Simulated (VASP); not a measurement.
# Pd (Fm-3m) in VASP: further runs

The runs below take Pd through single point, with LDA, LDA+U.

Everything below comes from runs of VASP 6.6.1. Logs are shortened: lines on timing, memory, paths and dates and some standing lists are left out, and cuts for length are marked.

## Step 1: The cell of the first run

Symmetry: Fm-3m, No. 225, cubic system. Conventional cell: a = 3.506 Å, b = 3.506 Å, c = 3.506 Å, α = 90.00°, β = 90.00°, γ = 90.00°. Pd (site symmetry m-3m) has 12 Pd at 2.48 Å within 3.3 Å.

## Step 2: Single point, LDA (10.77 Å³/atom)

File INCAR:

```
ALGO = Normal ; EDIFF = 1E-6
ENCUT = 500 ; GGA_COMPAT = False
ISIF = 2 ; ISMEAR = -1
LASPH = True ; LCHARG = False
LREAL = False ; LWAVE = False
NBANDS = 11 ; NELM = 120
PREC = Accurate ; SIGMA = 0.1
```

File KPOINTS:

```
k-points
0
Gamma
  17 17 17
```

File POSCAR:

```
Pd
1.0
    0.0000000000      1.7527702153      1.7527702153
    1.7527702153      0.0000000000      1.7527702153
    1.7527702153      1.7527702153      0.0000000000
Pd
1
Direct
    0.0000000000      0.0000000000      0.0000000000
```

Potentials or basis: VASP PAW LDA potentials, release 64 (Pd).

The run is started by

```bash
cat potpaw_LDA.64/Pd/POTCAR > POTCAR
mpirun -np 1 vasp_std > vasp.out
```

OUTCAR:

```text
EDIFF = 1E-6
   ENCUT = 500
   ISIF = 2
   ISMEAR = -1
   LASPH = True
   LREAL = False
   NELM = 120
   PREC = Accurate

 ion  position               nearest neighbor table
   1  0.000  0.000  0.000-

  LATTYP: Found a face centered cubic cell.
 ALAT       =     3.5055404306

  Lattice vectors:

 A1 = (   0.0000000000,   1.7527702153,   1.7527702153)
 A2 = (   1.7527702153,   0.0000000000,   1.7527702153)
 A3 = (   1.7527702153,   1.7527702153,   0.0000000000)

Analysis of symmetry for initial positions (statically):
=====================================================================
 Subroutine PRICEL returns:
 Original cell was already a primitive cell.

 Routine SETGRP: Setting up the symmetry group for a
 face centered cubic supercell.

 Subroutine GETGRP returns: Found 48 space group operations
 (whereof 48 operations were pure point group operations)
 out of a pool of 48 trial point group operations.

The static configuration has the point symmetry O_h .

Analysis of symmetry for dynamics (positions and initial velocities):
=====================================================================
 Subroutine PRICEL returns:
 Original cell was already a primitive cell.

 Routine SETGRP: Setting up the symmetry group for a
 face centered cubic supercell.

 Subroutine GETGRP returns: Found 48 space group operations
 (whereof 48 operations were pure point group operations)
 out of a pool of 48 trial point group operations.

The dynamic configuration has the point symmetry O_h .

 Subroutine INISYM returns: Found 48 space group operations
 (whereof 48 operations are pure point group operations),
 and found     1 'primitive' translations

----------------------------------------------------------------------------------------

                                     Primitive cell

  volume of cell :      10.7697

  direct lattice vectors                    reciprocal lattice vectors
     0.000000000  1.752770215  1.752770215    -0.285262720  0.285262720  0.285262720
     1.752770215  0.000000000  1.752770215     0.285262720 -0.285262720  0.285262720
     1.752770215  1.752770215  0.000000000     0.285262720  0.285262720 -0.285262720

  length of vectors
     2.478791410  2.478791410  2.478791410     0.494089525  0.494089525  0.494089525

  position of ions in fractional coordinates (direct lattice)
     0.000000000  0.000000000  0.000000000

  ion indices of the primitive-cell ions
   primitive index   ion index
                 1           1

----------------------------------------------------------------------------------------
[... 75 lines left out ...]
   NFREE  =      0    steps in history (QN), initial steepest desc. (CG)
   ISIF   =      2    stress and relaxation
   ISYM   =      2    0-nonsym 1-usesym 2-fastsym
   POTIM  = 0.5000    time-step for ionic-motion
   TEBEG  =    0.0;   TEEND  =   0.0 temperature during run
   PSTRESS=    0.0 pullay stress
   NELECT =      10.0000    total number of electrons
   NUPDOWN=      -1.0000    fix difference up-down
   EMIN   =  10.00;   EMAX   =-10.00  energy-range for DOS
   EFERMI =   0.00;   METHOD = LEGACY
   ISMEAR =    -1;   SIGMA  =   0.10  broadening in eV -4-tet -1-fermi 0-gaus
   EFERMI_NEDOS =   21; number of points for ismear=-14 and -15
   IALGO  =     38    algorithm
   IMIX   =      4    mixing-type and parameters
     AMIX     =   0.40;   BMIX     =  1.00
     AMIX_MAG =   1.60;   BMIX_MAG =  1.00
  volume/ion in A,a.u.               =      10.77        72.68
  Fermi-wavevector in a.u.,A,eV,Ry     =   1.597128  3.018135 34.706004  2.550819
  Thomas-Fermi vector in A             =   2.694783
   LORBIT       =      0    0 simple, 1 ext, 2 COOP (PROOUT), +10 PAW based schemes
   GGA     = CA    functional components
   LHFCALC =     F    Hartree Fock is set to
   AEXX    =    0.0000 exact exchange contribution
   IVDW    =     0    specifies the selected vdW correction
   LEPSILON=     F    determine dielectric tensor
   LRPA    =     F    only Hartree local field effects (RPA)
 non-spin polarized calculation
  energy-cutoff  :      500.00
  volume of cell :       10.77
 maximum number of plane-waves:       290
 NGX is ok and might be reduce to    18
   NGX =  9   NGY =  9   NGZ =  9

 number of electron      10.0000000 magnetization

 number of electron       9.9999999 magnetization

 Free energy of the ion-electron system (eV)
  ---------------------------------------------------
  ext. energy  EPLUGINS =         0.00000000
  ---------------------------------------------------
  free energy    TOTEN  =        -5.49214282 eV

  energy without entropy =       -5.44594026  energy(sigma->0) =       -5.46904154

 E-fermi :  16.0939     XC(G=0): -15.5243

 val. band max:       16.0935971816   @ k =  -0.1765   0.1765   0.0000
 cond. band min:      16.0940251418   @ k =   0.4706   0.0588   0.0000
 fundamental gap:      0.0004279603
 Fermi energy:        16.0938623343

 k-point     1 :       0.0000    0.0000    0.0000
  band No.  band energies     occupation
      1       6.1145      2.00000
      2      11.3369      2.00000
      3      11.3369      2.00000
      4      11.3369      2.00000
      5      14.0632      2.00000
      6      14.0632      2.00000
      7      32.6700      0.00000
      8      39.3270      0.00000
      9      39.3270      0.00000
     10      39.3270      0.00000
     11      40.4621      0.00000
[... 309 lines left out ...]
 k-point    24 :      -0.1176    0.0588    0.0000
  band No.  band energies     occupation
      1       7.1100      2.00000
      2      10.8790      2.00000
      3      11.7090      2.00000
      4      11.7689      2.00000
      5      13.6348      2.00000
      6      14.1560      2.00000
      7      34.2016      0.00000
      8      36.1066      0.00000
      9      39.9909      0.00000
     10      40.4791      0.00000
     11      41.4126      0.00000

 [... further k-points ...]
[... 5 lines left out ...]
  --------------------------------------------------------------------------------------
  -------------------------------------------------------------------------------------
  Total        8.6562466      8.6562466      8.6562466     -0.0000000      0.0000000      0.0000000
  in kB     1287.7609613   1287.7609613   1287.7609613     -0.0000000      0.0000000      0.0000000
  external PRESSURE =    1287.7609613 kB  Pullay stress =       0.0000000 kB

 VOLUME and BASIS-vectors are now :
 -----------------------------------------------------------------------------
  energy-cutoff  :      500.00
  volume of cell :       10.77
      direct lattice vectors                 reciprocal lattice vectors
     0.000000000  1.752770215  1.752770215    -0.285262720  0.285262720  0.285262720
     1.752770215  0.000000000  1.752770215     0.285262720 -0.285262720  0.285262720
     1.752770215  1.752770215  0.000000000     0.285262720  0.285262720 -0.285262720

 POSITION                                       TOTAL-FORCE (eV/Angst)
 -----------------------------------------------------------------------------------
      0.00000      0.00000      0.00000         0.000000      0.000000      0.000000
 -----------------------------------------------------------------------------------
    total drift:                               -0.000000      0.000000     -0.000000

  FREE ENERGIE OF THE ION-ELECTRON SYSTEM (eV)
  ---------------------------------------------------
  free  energy   TOTEN  =        -5.4921428177 eV

  energy  without entropy=       -5.4459402649  energy(sigma->0) =       -5.46904154
```

stdout:

```text
POSCAR found type information on POSCAR Pd
 POSCAR found :  1 types and       1 ions
 scaLAPACK will be used
 LDA part: xc-table for (Slater(with rela. corr.)+CA(PZ))
 , standard interpolation
 POSCAR, INCAR and KPOINTS ok, starting setup
 FFT: planning ... GRIDC
 FFT: planning ... GRID_SOFT
 FFT: planning ... GRID
 WAVECAR not read
 entering main loop
```

Run time: 18 s. Hardware: 1 thread of Intel Xeon 8259CL, shared host; peak memory 0.13 GiB.

What came out:

* Free energy: -5.4921 eV
* Pressure: 128.8 GPa
* Band gap on the k mesh: zero (bands 5 and 6 overlap by 2.68 eV)

Levels at points of the mesh, in eV from the Fermi level:
| k point | band 3 | band 4 | band 5 | band 6 | band 7 | band 8 |
| --- | --- | --- | --- | --- | --- | --- |
| (0.00, 0.00, 0.00) | -4.76 | -4.76 | -2.03 | -2.03 | 16.58 | 23.23 |

Caveat: the cell stands under pressure.

## Step 3: Single point, LDA

This run uses another cell than the first one, of 13.04 Å³/atom.

File INCAR:

```
  PREC = Accurate
  ENCUT = 500
  EDIFF = 1E-6
  ISMEAR = -4
  SIGMA = 0.1
  LREAL = False
  LASPH = True
  NELM = 120
  ALGO = Normal
  ISIF = 2
  LWAVE = False
  LCHARG = False
  GGA = CA
  NBANDS = 11
  GGA_COMPAT = False
```

File KPOINTS:

```
regular mesh
0
Gamma
  17 17 17
```

File POSCAR:

```
Pd
1.0
    0.0000000000      1.8680266297      1.8680266297
    1.8680266297      0.0000000000      1.8680266297
    1.8680266297      1.8680266297      0.0000000000
Pd
1
Direct
    0.0000000000      0.0000000000      0.0000000000
```

Potentials or basis: VASP PAW LDA potentials, release 64 (Pd).

The run is started by

```bash
cat potpaw_LDA.64/Pd/POTCAR > POTCAR
mpirun -np 1 vasp_std > vasp.out
```

OUTCAR:

```text
PREC = Accurate
   ENCUT = 500
   EDIFF = 1E-6
   ISMEAR = -4
   LREAL = False
   LASPH = True
   NELM = 120
   ISIF = 2
   GGA = CA

 ion  position               nearest neighbor table
   1  0.000  0.000  0.000-

  LATTYP: Found a face centered cubic cell.
 ALAT       =     3.7360532594

  Lattice vectors:

 A1 = (   0.0000000000,   1.8680266297,   1.8680266297)
 A2 = (   1.8680266297,   0.0000000000,   1.8680266297)
[... 509 lines left out ...]
      1       4.4660      2.00000
      2       8.0417      2.00000
      3       8.6570      2.00000
      4       8.6964      2.00000
      5      10.0921      2.00000
      6      10.4641      2.00000
      7      29.9060      0.00000
      8      31.2485      0.00000
      9      34.5501      0.00000
     10      36.0471      0.00000
     11      37.1762      0.00000

 [... further k-points ...]
[... 5 lines left out ...]
  --------------------------------------------------------------------------------------
  -------------------------------------------------------------------------------------
  Total        1.9489077      1.9489077      1.9489077      0.0000000      0.0000000     -0.0000000
  in kB      239.5094561    239.5094561    239.5094561      0.0000000      0.0000000     -0.0000000
  external PRESSURE =     239.5094561 kB  Pullay stress =       0.0000000 kB

 VOLUME and BASIS-vectors are now :
 -----------------------------------------------------------------------------
  energy-cutoff  :      500.00
  volume of cell :       13.04
      direct lattice vectors                 reciprocal lattice vectors
     0.000000000  1.868026630  1.868026630    -0.267662137  0.267662137  0.267662137
     1.868026630  0.000000000  1.868026630     0.267662137 -0.267662137  0.267662137
     1.868026630  1.868026630  0.000000000     0.267662137  0.267662137 -0.267662137

 POSITION                                       TOTAL-FORCE (eV/Angst)
 -----------------------------------------------------------------------------------
      0.00000      0.00000      0.00000        -0.000000     -0.000000     -0.000000
 -----------------------------------------------------------------------------------
    total drift:                                0.000000      0.000000      0.000000

  FREE ENERGIE OF THE ION-ELECTRON SYSTEM (eV)
  ---------------------------------------------------
  free  energy   TOTEN  =        -6.3937631051 eV

  energy  without entropy=       -6.3937631051  energy(sigma->0) =       -6.39376311
```

stdout:

```text
POSCAR found type information on POSCAR Pd
 POSCAR found :  1 types and       1 ions
 scaLAPACK will be used
 LDA part: xc-table for (Slater(with rela. corr.)+CA(PZ))
 , standard interpolation
 POSCAR, INCAR and KPOINTS ok, starting setup
 FFT: planning ... GRIDC
 FFT: planning ... GRID_SOFT
 FFT: planning ... GRID
 WAVECAR not read
 entering main loop
 -----------------------------------------------------------------------------
|                                                                             |
|           W    W    AA    RRRRR   N    N  II  N    N   GGGG   !!!           |
|           W    W   A  A   R    R  NN   N  II  NN   N  G    G  !!!           |
|           W    W  A    A  R    R  N N  N  II  N N  N  G       !!!           |
|           W WW W  AAAAAA  RRRRR   N  N N  II  N  N N  G  GGG   !            |
|           WW  WW  A    A  R   R   N   NN  II  N   NN  G    G                |
|           W    W  A    A  R    R  N    N  II  N    N   GGGG   !!!           |
|                                                                             |
|     Tetrahedron method does not include variations of the Fermi             |
|     occupations, so forces and stress will be inaccurate. We suggest        |
|     using a different smearing scheme ISMEAR = 1 or 2 for metals in         |
|     relaxations.                                                            |
|                                                                             |
 -----------------------------------------------------------------------------
```

Wall time 36 s (1 thread of Intel Xeon 8259CL, shared host); peak memory 0.14 GiB.

What came out:

```
Free energy            : -6.3938 eV
Pressure               : 24.0 GPa
Band gap on the k mesh : zero (bands 5 and 6 overlap by 1.92 eV)
```

Levels at points of the mesh, in eV from the Fermi level:
| k point | band 1 | band 2 | band 3 | band 4 | band 5 | band 6 | band 7 | band 8 | band 9 | band 10 |
| --- | --- | --- | --- | --- | --- | --- | --- | --- | --- | --- |
| (0.00, 0.00, 0.00) | -8.23 | -3.48 | -3.48 | -3.48 | -1.47 | -1.47 | 17.09 | 22.54 | 22.54 | 22.54 |

Caveat: the cell stands under pressure.

[end of part 1 of 2]
